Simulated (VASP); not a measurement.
Here is a VASP 6.6.1 calculation.

Contents of INCAR:

```
SYSTEM = NbCrC3
PREC = Accurate
ENCUT = 520
EDIFF = 1E-6
ISMEAR = 0
SIGMA = 0.2
LREAL = .FALSE.
LASPH = .TRUE.
NELM = 100
ALGO = Normal
ISIF = 2
LWAVE = .FALSE.
LCHARG = .FALSE.
GGA = PE
NBANDS = 48
```

The input KPOINTS:

```
Automatic mesh
0
G
  6 6 4
  0 0 0
```

Contents of POSCAR:

```
NbCrC3
1.0
    0.4053150620      3.9108125184      0.4460858314
   -0.1904809976      0.4521120975      3.3897949713
    7.8278969697      0.8047989846     -0.3516136161
Nb Cr C
2 2 6
Direct
   -0.1471900571     -0.1253272252     -0.0283662410
   -0.1196004416     -0.0315106022      0.5070927671
    0.5976294428      0.5432443915      0.2731906514
    0.4944546215      0.4646572579      0.7809188892
    0.4250401890      0.5355003230      0.0409062161
    0.4484947027      0.6718421576      0.5345032518
    0.1264887642      0.6536622575      0.1937549430
    0.0137965127      0.3091370631      0.7637682079
    0.8289573839     -0.0042819606      0.2450589870
    0.3319288819     -0.0169236625      0.6891723276
```

Potentials or basis: VASP PAW PBE potentials, release 64 (Nb_sv, Cr_pv, C).

The run is started by

```console
$ cat potpaw_PBE.64/Nb_sv/POTCAR potpaw_PBE.64/Cr_pv/POTCAR potpaw_PBE.64/C/POTCAR > POTCAR
$ mpirun -np 1 vasp_std > vasp.out
```

Question: Predict the band gap on the k mesh.

Answer: Zero (bands 37 and 38 overlap by 0.38 eV).

Question: Predict the largest force.

Answer: 0.045 eV/Å.

Stress tensor (GPa, compression positive):
```
-0.02 -0.03  0.12
-0.03  0.20 -0.01
 0.12 -0.01  0.05
```

Caveat: the run has no spin polarisation, though such a crystal can be magnetic. Spin polarisation is off, so any magnetic state and its effect on volume and gap are missing.
